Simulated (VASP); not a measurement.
# Si3C4 in VASP: single point with PBE

Aim: the single point of Si3C4 with PBE.

All numbers are computed with VASP 6.6.1; they aren't measurements. Logs are shortened: lines on timing, memory, paths and dates and some standing lists are left out, and cuts for length are marked.

## 1. The cell of the first run

The typed cell holds 7 atoms: a = 3.005 Å, b = 3.005 Å, c = 8.892 Å, α = 90.00°, β = 90.00°, γ = 120.00°.

## 2. Single point, PBE

INCAR

```
SYSTEM = Si3C4
PREC = Accurate ; ENCUT = 520
EDIFF = 1E-6 ; ISMEAR = 0
SIGMA = 0.2 ; LREAL = .FALSE.
LASPH = .TRUE. ; NELM = 100
ALGO = Normal ; ISIF = 2
LWAVE = .FALSE. ; LCHARG = .FALSE.
GGA = PE ; NBANDS = 23
```

KPOINTS

```
regular mesh
0
G
  12 12 4
  0 0 0
```

POSCAR

```
Si3C4
1.0
    3.0047883705     -0.0000537409      0.0000145690
   -1.5024407616      2.6021495884     -0.0000265845
    0.0000471085     -0.0000837638      8.8917485986
Si C
3 4
Direct
   -0.0000130197     -0.0000206587      0.5000000072
    0.6666791388      0.3333737009      0.1726922840
    0.3333348524      0.6666436546      0.8273070220
    0.0000068386      0.0000696437      0.0858822836
    0.3333097002      0.6666238344      0.6215870149
    0.0000047722     -0.0000584953      0.9141206445
    0.6666777175      0.3333683204      0.3784107437
```

Potentials or basis: VASP PAW PBE potentials, release 64 (Si, C).

Run with:

```bash
$ cat potpaw_PBE.64/Si/POTCAR potpaw_PBE.64/C/POTCAR > POTCAR
$ mpirun -np 1 vasp_std > vasp.out
```

OUTCAR:

```text
SYSTEM = Si3C4
   PREC = Accurate
   ENCUT = 520
   EDIFF = 1E-6
   ISMEAR = 0
   LREAL = .FALSE.
   LASPH = .TRUE.
   NELM = 100
   ISIF = 2
   GGA = PE

 ion  position               nearest neighbor table
   1  1.000  1.000  0.500-   7 2.04   5 2.04   5 2.04   7 2.04   5 2.04   7 2.04
   2  0.667  0.333  0.173-   7 1.83   4 1.90   4 1.90   4 1.90
   3  0.333  0.667  0.827-   5 1.83   6 1.90   6 1.90   6 1.90
   4  0.000  0.000  0.086-   6 1.53   2 1.90   2 1.90   2 1.90
   5  0.333  0.667  0.622-   3 1.83   1 2.04   1 2.04   1 2.04
   6  0.000  1.000  0.914-   4 1.53   3 1.90   3 1.90   3 1.90
   7  0.667  0.333  0.378-   2 1.83   1 2.04   1 2.04   1 2.04

  LATTYP: Found a simple monoclinic cell.
 ALAT       =     3.0046549116
 B/A-ratio  =     2.9593244019
 C/A-ratio  =     1.7320842042
 COS(beta)  =    -0.8660164575

  Lattice vectors:

 A1 = (   1.5023476089,   2.6020958475,  -0.0000120155)
 A2 = (  -0.0000471085,   0.0000837638,  -8.8917485986)
 A3 = (  -4.5071359794,  -2.6020421066,  -0.0000025535)

Analysis of symmetry for initial positions (statically):
=====================================================================
 Subroutine PRICEL returns:
 Original cell was already a primitive cell.

 Routine SETGRP: Setting up the symmetry group for a
 simple monoclinic supercell.

 Subroutine GETGRP returns: Found  1 space group operations
 (whereof  1 operations were pure point group operations)
 out of a pool of  4 trial point group operations.

The static configuration has the point symmetry C_1 .

Analysis of symmetry for dynamics (positions and initial velocities):
=====================================================================
 Subroutine PRICEL returns:
 Original cell was already a primitive cell.

 Routine SETGRP: Setting up the symmetry group for a
 simple monoclinic supercell.

 Subroutine GETGRP returns: Found  1 space group operations
 (whereof  1 operations were pure point group operations)
 out of a pool of  4 trial point group operations.

The dynamic configuration has the point symmetry C_1 .

 Subroutine INISYM returns: Found  1 space group operations
 (whereof  1 operations are pure point group operations),
 and found     1 'primitive' translations

----------------------------------------------------------------------------------------

                                     Primitive cell

  volume of cell :      69.5231

  direct lattice vectors                    reciprocal lattice vectors
     3.004788371 -0.000053741  0.000014569     0.332805577  0.192156772  0.000000047
    -1.502440762  2.602149588 -0.000026584     0.000006873  0.384301629  0.000003620
     0.000047108 -0.000083764  8.891748599    -0.000000545  0.000000834  0.112463818

  length of vectors
     3.004788371  3.004748030  8.891748599     0.384296470  0.384301629  0.112463818

  position of ions in fractional coordinates (direct lattice)
     0.999986980  0.999979341  0.500000007
     0.666679139  0.333373701  0.172692284
     0.333334852  0.666643655  0.827307022
     0.000006839  0.000069644  0.085882284
     0.333309700  0.666623834  0.621587015
     0.000004772  0.999941505  0.914120645
     0.666677718  0.333368320  0.378410744

  ion indices of the primitive-cell ions
   primitive index   ion index
                 1           1
                 2           2
                 3           3
                 4           4
                 5           5
                 6           6
                 7           7

----------------------------------------------------------------------------------------

 KPOINTS: regular mesh

Automatic generation of k-mesh.
 Grid dimensions read from file:
 generate k-points for:   12   12    4

 Generating k-lattice:

  Cartesian coordinates                     Fractional coordinates (reciprocal lattice)
     0.027733798  0.016013064  0.000000004     0.083333333  0.000000000  0.000000000
     0.000000573  0.032025136  0.000000302     0.000000000  0.083333333  0.000000000
    -0.000000136  0.000000209  0.028115955    -0.000000000  0.000000000  0.250000000

  Length of vectors
     0.032024706  0.032025136  0.028115955

  Shift w.r.t. Gamma in fractional coordinates (k-lattice)
     0.000000000  0.000000000  0.000000000

 Subroutine IBZKPT returns following result:
 ===========================================

 Found    292 irreducible k-points:

 Following reciprocal coordinates:
            Coordinates               Weight
  0.000000  0.000000  0.000000      1.000000
  0.083333 -0.000000 -0.000000      2.000000
  0.166667 -0.000000 -0.000000      2.000000
  0.250000 -0.000000  0.000000      2.000000
  0.333333 -0.000000  0.000000      2.000000
  0.416667 -0.000000  0.000000      2.000000
[... 16 lines left out ...]
  0.250000  0.166667  0.000000      2.000000
  0.333333  0.166667  0.000000      2.000000
 [... further k-points ...]
   k-points           NKPTS =    292   k-points in BZ     NKDIM =    292   number of bands    NBANDS=     23
   number of dos      NEDOS =    301   number of ions     NIONS =      7
   total plane-waves  NPLWV =  40320
   dimension x,y,z NGX =    24 NGY =   24 NGZ =   70
   dimension x,y,z NGXF=    48 NGYF=   48 NGZF=  140
   ions per type =               3   4
   NGX,Y,Z   is equivalent  to a cutoff of  13.28, 13.28, 13.09 a.u.
   NGXF,Y,Z  is equivalent  to a cutoff of  26.56, 26.56, 26.18 a.u.
 SYSTEM =  Si3C4
   PREC   = accura    normal or accurate (medium, high low for compatibility)
   ISTART =      0    job   : 0-new  1-cont  2-samecut
   ICHARG =      2    charge: 1-file 2-atom 10-const
   ISPIN  =      1    spin polarized calculation?
   LNONCOLLINEAR =      F non collinear calculations
   LSORBIT =      F    spin-orbit coupling
   LASPH  =      T    aspherical Exc in radial PAW
   ENCUT  =  520.0 eV  38.22 Ry    6.18 a.u.   5.59  5.59 16.53*2*pi/ulx,y,z
   NELM   =    100;   NELMIN=  2; NELMDL= -5     # of ELM steps
   EDIFF  = 0.1E-05   stopping-criterion for ELM
   LREAL  =      F    real-space projection
   EDIFFG = 0.1E-04   stopping-criterion for IOM
   NSW    =      0    number of steps for IOM
   IBRION =     -1    ionic relax: 0-MD 1-quasi-New 2-CG
   NFREE  =      0    steps in history (QN), initial steepest desc. (CG)
   ISIF   =      2    stress and relaxation
   ISYM   =      2    0-nonsym 1-usesym 2-fastsym
   POTIM  = 0.5000    time-step for ionic-motion
   TEBEG  =    0.0;   TEEND  =   0.0 temperature during run
   PSTRESS=    0.0 pullay stress
   NELECT =      28.0000    total number of electrons
   NUPDOWN=      -1.0000    fix difference up-down
   EMIN   =  10.00;   EMAX   =-10.00  energy-range for DOS
   EFERMI =   0.00;   METHOD = LEGACY
   ISMEAR =     0;   SIGMA  =   0.20  broadening in eV -4-tet -1-fermi 0-gaus
   EFERMI_NEDOS =   21; number of points for ismear=-14 and -15
   IALGO  =     38    algorithm
   IMIX   =      4    mixing-type and parameters
     AMIX     =   0.40;   BMIX     =  1.00
     AMIX_MAG =   1.60;   BMIX_MAG =  1.00
  volume/ion in A,a.u.               =       9.93        67.02
  Fermi-wavevector in a.u.,A,eV,Ry     =   1.208977  2.284635 19.886608  1.461624
  Thomas-Fermi vector in A             =   2.344568
   LORBIT       =      0    0 simple, 1 ext, 2 COOP (PROOUT), +10 PAW based schemes
   GGA     = PE    functional components
   LHFCALC =     F    Hartree Fock is set to
   AEXX    =    0.0000 exact exchange contribution
   IVDW    =     0    specifies the selected vdW correction
   LEPSILON=     F    determine dielectric tensor
   LRPA    =     F    only Hartree local field effects (RPA)
 non-spin polarized calculation
 Gauss-broadening in eV      SIGMA  =   0.20
  energy-cutoff  :      520.00
  volume of cell :       69.52
 maximum number of plane-waves:      1917
   NGX = 11   NGY = 11   NGZ = 33

 number of electron      27.9999998 magnetization

 Free energy of the ion-electron system (eV)
  ---------------------------------------------------
  ext. energy  EPLUGINS =         0.00000000
  ---------------------------------------------------
  free energy    TOTEN  =       -50.13420806 eV

  energy without entropy =      -50.09604407  energy(sigma->0) =      -50.11512606

 E-fermi :   8.2012     XC(G=0): -11.4839

 val. band max:        8.1811829256   @ k =  -0.1667  -0.0833   0.2500
 cond. band min:       8.2069316498   @ k =  -0.0000   0.0833   0.0000
 fundamental gap:      0.0257487242
 Fermi energy:         8.2011534592

 k-point     1 :       0.0000    0.0000    0.0000
  band No.  band energies     occupation
      1      -8.4747      2.00000
      2      -6.5688      2.00000
      3      -5.7637      2.00000
      4      -2.2650      2.00000
      5      -0.7821      2.00000
      6       4.1043      2.00000
[... 15 lines left out ...]
     22      15.7193      0.00000
     23      15.7202      0.00000

 k-point     2 :       0.0833   -0.0000   -0.0000
  band No.  band energies     occupation
      1      -8.3583      2.00000
      2      -6.4438      2.00000
      3      -5.6392      2.00000
      4      -2.1732      2.00000
      5      -0.6853      2.00000
      6       4.0989      2.00000
[... 15 lines left out ...]
     22      15.8924      0.00000
     23      16.2178      0.00000

 k-point     3 :       0.1667   -0.0000   -0.0000
  band No.  band energies     occupation
      1      -8.0147      2.00000
      2      -6.0727      2.00000
      3      -5.2699      2.00000
      4      -1.9112      2.00000
      5      -0.4149      2.00000
      6       3.8593      2.00000
[... 15 lines left out ...]
     22      16.0989      0.00000
     23      16.7200      0.00000

 k-point     4 :       0.2500   -0.0000    0.0000
  band No.  band energies     occupation
      1      -7.4646      2.00000
      2      -5.4687      2.00000
      3      -4.6709      2.00000
      4      -1.5348      2.00000
      5      -0.0769      2.00000
      6       2.5215      2.00000
[... 15 lines left out ...]
     22      16.7260      0.00000
     23      17.2698      0.00000

 k-point     5 :       0.3333   -0.0000    0.0000
  band No.  band energies     occupation
      1      -6.7602      2.00000
      2      -4.6671      2.00000
      3      -3.8825      2.00000
      4      -1.2154      2.00000
      5      -0.1475      2.00000
      6       1.6789      2.00000
[... 15 lines left out ...]
     22      16.4328      0.00000
     23      17.5917      0.00000

 k-point     6 :       0.4167   -0.0000    0.0000
  band No.  band energies     occupation
      1      -6.0440      2.00000
      2      -3.7838      2.00000
      3      -3.0291      2.00000
      4      -1.3471      2.00000
      5      -0.8308      2.00000
      6       0.8189      2.00000
[... 15 lines left out ...]
     22      15.9866      0.00000
     23      17.5713      0.00000

 k-point     7 :       0.5000   -0.0000    0.0000
  band No.  band energies     occupation
      1      -5.6895      2.00000
      2      -3.3027      2.00000
      3      -2.5061      2.00000
      4      -1.7432      2.00000
      5      -1.0917      2.00000
      6       0.0812      2.00000
[... 353 lines left out ...]
     22      16.0990      0.00000
     23      16.7198      0.00000

 k-point    21 :       0.0833    0.1667    0.0000
  band No.  band energies     occupation
      1      -7.6805      2.00000
      2      -5.7076      2.00000
      3      -4.9074      2.00000
      4      -1.6725      2.00000
      5      -0.1845      2.00000
      6       3.1499      2.00000
[... 15 lines left out ...]
     22      16.4628      0.00000
     23      17.0216      0.00000

 k-point    22 :       0.1667    0.1667    0.0000
  band No.  band energies     occupation
      1      -7.1488      2.00000
      2      -5.1156      2.00000
      3      -4.3215      2.00000
      4      -1.3403      2.00000
      5       0.0590      2.00000
      6       2.3921      2.00000
[... 15 lines left out ...]
     22      16.4432      0.00000
     23      16.9138      0.00000

 k-point    23 :       0.2500    0.1667    0.0000
  band No.  band energies     occupation
      1      -6.4769      2.00000
      2      -4.3348      2.00000
      3      -3.5558      2.00000
      4      -1.0767      2.00000
      5      -0.0696      2.00000
      6       1.9646      2.00000
[... 15 lines left out ...]
     22      17.0301      0.00000
     23      17.2884      0.00000

 k-point    24 :       0.3333    0.1667    0.0000
  band No.  band energies     occupation
      1      -5.8115      2.00000
      2      -3.4807      2.00000
      3      -2.7453      2.00000
      4      -1.1901      2.00000
      5      -0.5838      2.00000
      6       1.0690      2.00000
[... 15 lines left out ...]
     22      16.6080      0.00000
     23      17.7229      0.00000

 [... further k-points ...]
[... 5 lines left out ...]
  --------------------------------------------------------------------------------------
  -------------------------------------------------------------------------------------
  Total       -0.0141768     -0.0120915      0.0557240      0.0011502      0.0011372     -0.0004408
  in kB       -0.3267091     -0.2786525      1.2841746      0.0265062      0.0262061     -0.0101583
  external PRESSURE =       0.2262710 kB  Pullay stress =       0.0000000 kB

 VOLUME and BASIS-vectors are now :
 -----------------------------------------------------------------------------
  energy-cutoff  :      520.00
  volume of cell :       69.52
      direct lattice vectors                 reciprocal lattice vectors
     3.004788371 -0.000053741  0.000014569     0.332805577  0.192156772  0.000000047
    -1.502440762  2.602149588 -0.000026584     0.000006873  0.384301629  0.000003620
     0.000047108 -0.000083764  8.891748599    -0.000000545  0.000000834  0.112463818

 POSITION                                       TOTAL-FORCE (eV/Angst)
 -----------------------------------------------------------------------------------
      1.50236      2.60200      4.44586        -0.000014      0.000162      0.000702
      1.50236      0.86744      1.53554        -0.000424      0.000545     -0.003658
      0.00005      1.73462      7.35619         0.000382     -0.000890      0.003482
     -0.00008      0.00017      0.76364         0.000884     -0.001478      0.044613
     -0.00001      1.73458      5.52698        -0.000065      0.000761      0.010048
     -1.50230      2.60192      8.12810        -0.000923      0.001692     -0.045002
      1.50238      0.86741      3.36473         0.000159     -0.000792     -0.010186
 -----------------------------------------------------------------------------------
    total drift:                               -0.000000      0.000000     -0.000175

  FREE ENERGIE OF THE ION-ELECTRON SYSTEM (eV)
  ---------------------------------------------------
  free  energy   TOTEN  =       -50.1342080584 eV

  energy  without entropy=      -50.0960440691  energy(sigma->0) =      -50.11512606
```

It took 4.5 min on 1 thread of AMD EPYC 9R45 (Zen 5), shared host; peak memory 0.42 GiB.

What came out:

```
Free energy            : -50.1342 eV
Pressure               : 0.0 GPa
Largest force          : 0.045 eV/Å
Band gap on the k mesh : zero (band 14 reaches 9.46 eV, above the bottom of band 15 at 6.52 eV)
```

Forces on the atoms (eV/Å):
```
Si   0.000  0.000  0.001
Si   0.000  0.001 -0.004
Si   0.000 -0.001  0.003
C    0.001 -0.001  0.045
C    0.000  0.001  0.010
C   -0.001  0.002 -0.045
C    0.000 -0.001 -0.010
```
